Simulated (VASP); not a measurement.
Set up this calculation in VASP 6.6.1, as the native input.

* Task: single point
* Functional: LDA
* Potentials or basis: VASP PAW LDA potentials, release 64 (Na_pv, Ti_sv, O)
* Cutoff: 520 eV
* k mesh: 6 × 6 × 6
* Occupations: methfessel-paxton, width 0.1 eV
* Spin: no spin polarisation
* Dipole correction: no
* Further INCAR settings: ALGO = Normal; EDIFF = 1e-07; NBANDS = 26

The structure of NaTiO3 lies in POSCAR:

```
NaTiO3
1.0
    4.0037373396      0.0000000000      0.0000000000
    0.0000000000      4.0037373396      0.0000000000
    0.0000000000      0.0000000000      4.0037373396
Na Ti O
1 1 3
Direct
    0.0000000000      0.0000000000      0.0000000000
    0.5000000000      0.5000000000      0.5000000000
    0.5000000000      0.5000000000      0.0000000000
    0.5000000000      0.0000000000      0.5000000000
    0.0000000000      0.5000000000      0.5000000000
```

The input as run:

INCAR

```
PREC     = Accurate       # precision mode
ENCUT    = 520            # plane-wave cutoff, eV
EDIFF    = 1E-7           # SCF threshold, eV
ISMEAR   = 1              # smearing method
SIGMA    = 0.1            # smearing width, eV
LREAL    = False          # projectors in reciprocal space
LASPH    = True           # aspherical terms in the spheres
NELM     = 80             # most SCF steps
ALGO     = Normal         # electronic algorithm
ISIF     = 2              # what is computed and relaxed
LWAVE    = False          # write WAVECAR
LCHARG   = False          # write CHGCAR
GGA      = CA             # functional
NBANDS   = 26             # bands
```

KPOINTS

```
regular mesh
0
Gamma
  6 6 6
```

Potentials or basis: VASP PAW LDA potentials, release 64 (Na_pv, Ti_sv, O).

The run is started by

```bash
$ cat potpaw_LDA.64/Na_pv/POTCAR potpaw_LDA.64/Ti_sv/POTCAR potpaw_LDA.64/O/POTCAR > POTCAR
$ mpirun -np 1 vasp_std > vasp.out
```

Results of the run:

| Property | Result |
| --- | --- |
| Pressure | -18.5 GPa |

Caveat: an odd number of electrons without spin polarisation forces a metal; a magnetic or distorted state may lie lower.

Run time: 21 s on 1 thread of Intel(R) Xeon(R) Platinum 8488C (Sapphire Rapids), on a shared host, peak memory 0.16 GiB.
